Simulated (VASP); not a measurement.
Here is a VASP 6.6.1 calculation.

INCAR

```
PREC     = Accurate       # precision mode
ENCUT    = 520            # plane-wave cutoff, eV
EDIFF    = 1E-8           # SCF threshold, eV
ISMEAR   = -1             # smearing method
SIGMA    = 0.02           # smearing width, eV
LREAL    = F              # projectors in reciprocal space
LASPH    = T              # aspherical terms in the spheres
NELM     = 80             # most SCF steps
ALGO     = Normal         # electronic algorithm
ISIF     = 2              # what is computed and relaxed
LWAVE    = F              # write WAVECAR
LCHARG   = F              # write CHGCAR
GGA      = PE             # functional
LEFG     = T            
NBANDS   = 16             # bands
```

KPOINTS

```
Automatic mesh
0
Gamma
  8 8 8
```

Contents of POSCAR:

```
AgCl
1.0
    0.0000000000      2.7356704056      2.7356704056
    2.7356704056      0.0000000000      2.7356704056
    2.7356704056      2.7356704056      0.0000000000
Ag Cl
1 1
Direct
    0.5000000000      0.5000000000      0.5000000000
    0.0000000000      0.0000000000      0.0000000000
```

Potentials or basis: VASP PAW PBE potentials, release 64 (Ag, Cl).

Run with:

```sh
$ cat potpaw_PBE.64/Ag/POTCAR potpaw_PBE.64/Cl/POTCAR > POTCAR
$ mpirun -np 1 vasp_std > vasp.out
```

Task: Predict the pressure.

Result: 3.7 GPa.

Task: Predict the band gap on the k mesh.

Result: 0.90 eV (least direct gap 3.32 eV).

Caveat: the cell stands under pressure. A k mesh can miss the band edges.
